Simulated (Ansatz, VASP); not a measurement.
# Ni: VASP beside Ansatz

INCAR

```
PREC = Accurate
ENCUT = 520
EDIFF = 1E-6
ISMEAR = -1
SIGMA = 0.08
LREAL = False
LASPH = True
NELM = 150
ALGO = Normal
ISIF = 2
LWAVE = False
LCHARG = False
ISPIN = 2
MAGMOM = 1
LORBIT = 11
LMAXMIX = 4
NBANDS = 15
```

Contents of KPOINTS:

```
regular mesh
0
Gamma
  18 18 18
```

POSCAR

```
Ni
1.0
    0.0000000000      1.4756668925      1.4756668925
    1.4756668925      0.0000000000      1.4756668925
    1.4756668925      1.4756668925      0.0000000000
Ni
1
Direct
    0.0000000000      0.0000000000      0.0000000000
```

Input for Ansatz:

```yaml
crystal:
  lattice:
    - [0.0, 1.4756668925, 1.4756668925]
    - [1.4756668925, 0.0, 1.4756668925]
    - [1.4756668925, 1.4756668925, 0.0]
  atoms:
    - { symbol: Ni, position: [0.0, 0.0, 0.0], spin: 1.0 }
magnetization:
  spin_polarized: true
kpoints:
  mp_grid: { grid: [18, 18, 18] }
scf:
  occupations: { method: fermi_dirac, width: 0.08 }
hamiltonian:
  xc: lda
  pseudopotentials: { kind: paw }
output:
  forces: true
  stress: true
  eigenvalues: true
  populations: true
  write_density: true
  write_potential: true
  elf: true
  volumetric_format: npy
```

Change from the starting cell: volume scaled by 0.64, PAW files.

Alike in both runs: task single point; functional LDA; k mesh 18 × 18 × 18; occupations fermi-dirac, width 0.08 eV; collinear spin.

|  | VASP | Ansatz |
| --- | --- | --- |
| version | VASP 6.6.1 | Ansatz 0.2.0 |
| potentials or method | VASP PAW LDA potentials, release 64 (Ni) | PAW with Ansatz's default frozen-core files, scalar-relativistic |
| plane-wave cutoff (eV) | 520 | 420 |
| valence electrons in the cell | 10 | 18 |

VASP gave:

```
pressure (GPa)                                                : 325.2
net moment per atom (μB)                                      : 0.00
size of the moment on the site where the two differ most (μB) : 0.00
```

Task: What did Ansatz give for the same quantities?

Result: Pressure (GPa): 323.7; net moment per atom (μB): 0.08; size of the moment on the site where the two differ most (μB): 0.08.

LDA's correlation is that of Perdew and Zunger in VASP and of Perdew and Wang (1992) in Ansatz. Site moments also hang on the region over which each program counts them. Both programs put the cell under a high pressure, so it lies far from rest at this level. VASP's potentials hold 10 valence electrons a cell and Ansatz's 18, so a difference there can come from the potentials and not from the codes. Ansatz's warnings: seeded moment not kept.

Noted on VASP's run: the cell as given lies far from equilibrium.
